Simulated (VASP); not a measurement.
A run of VASP 6.6.1 is set up as follows.

INCAR

```
SYSTEM = HPt3
  ALGO = Normal
  DIPOL = 0.5 0.5 0.341
  EDIFF = 1E-7
  ENCUT = 520
  GGA = PE
  IDIPOL = 3
  ISIF = 2
  ISMEAR = 0
  LASPH = .TRUE.
  LCHARG = .FALSE.
  LDIPOL = .TRUE.
  LREAL = .FALSE.
  LWAVE = .FALSE.
  NBANDS = 24
  NELM = 60
  PREC = Accurate
  SIGMA = 0.1
```

The input KPOINTS:

```
k-points
0
G
  9 9 1
  0 0 0
```

File POSCAR:

```
HPt3
1.0
    2.8071640668      0.0000000000      0.0000000000
    0.0000000000      2.8071640668      0.0000000000
    0.0000000000      0.0000000000     19.3513900635
Pt H
3 1
Direct
    0.5000000000      0.5000000000      0.2067034971
    0.0000000000      0.0000000000      0.3062505493
    0.5000000000      0.5000000000      0.4057274458
    0.8333333333      1.0000000000      0.4444427320
```

Potentials or basis: VASP PAW PBE potentials, release 64 (Pt, H).

Launch:

```bash
$ cat potpaw_PBE.64/Pt/POTCAR potpaw_PBE.64/H/POTCAR > POTCAR
$ mpirun -np 1 vasp_std > vasp.out
```

Q: What does it give for the largest force?

A: 0.924 eV/Å.

Q: Estimate the band gap on the k mesh.

A: Zero (an odd number of electrons rules out a gap without spin polarisation).

Forces in eV/Å, atoms in the order of the input:
```
Pt  -0.082  0.000 -0.080
Pt   0.098  0.000 -0.712
Pt   0.472  0.000  0.794
H   -0.488  0.000 -0.002
```

Caveat: spin-orbit coupling is left out, which moves the levels of the heavy elements.
